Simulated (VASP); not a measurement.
Here is a VASP 6.6.1 calculation.

Contents of POSCAR:

```
Si
1.0
    2.6753650607      0.0000000000      0.0000000000
   -1.3376825303      2.3169341069      0.0000000000
    0.0000000000      0.0000000000      8.8870317714
Si
4
Direct
    0.0000000000      1.0000000000      0.0000000000
    0.0000000000      1.0000000000      0.5000000000
    0.3333333333      0.6666666667      0.2500000000
    0.6666666667      0.3333333333      0.7500000000
```

Contents of INCAR.step1:

```
PREC = Accurate
ENCUT = 520
ISMEAR = -1
SIGMA = 0.1
LREAL = F
LASPH = T
NELM = 100
NBANDS = 16
GGA = PE
ALGO = Normal
EDIFF = 1E-4
LWAVE = T
LCHARG = F
```

INCAR.step2

```
PREC = Accurate
ENCUT = 520
EDIFF = 1E-6
ISMEAR = -1
SIGMA = 0.1
LREAL = F
LASPH = T
NELM = 100
ALGO = Normal
ISIF = 2
LWAVE = F
LCHARG = F
METAGGA = R2SCAN
LMIXTAU = T
NBANDS = 16
ISTART = 1
```

Contents of KPOINTS:

```
Automatic mesh
0
Gamma
  13 13 4
```

Potentials or basis: VASP PAW PBE potentials, release 64 (Si).

The run is started by

```bash
$ cat potpaw_PBE.64/Si/POTCAR > POTCAR
$ cp INCAR.step1 INCAR
$ mpirun -np 1 vasp_std > vasp.out
$ cp INCAR.step2 INCAR
$ mpirun -np 1 vasp_std > vasp.out
```

What does it give for the pressure?

0.0 GPa.

Predict the band gap on the k mesh.

zero (bands 8 and 9 overlap by 13.08 eV).

Caveat: the PAW data sets were made with another functional, which shifts forces and pressure a little.
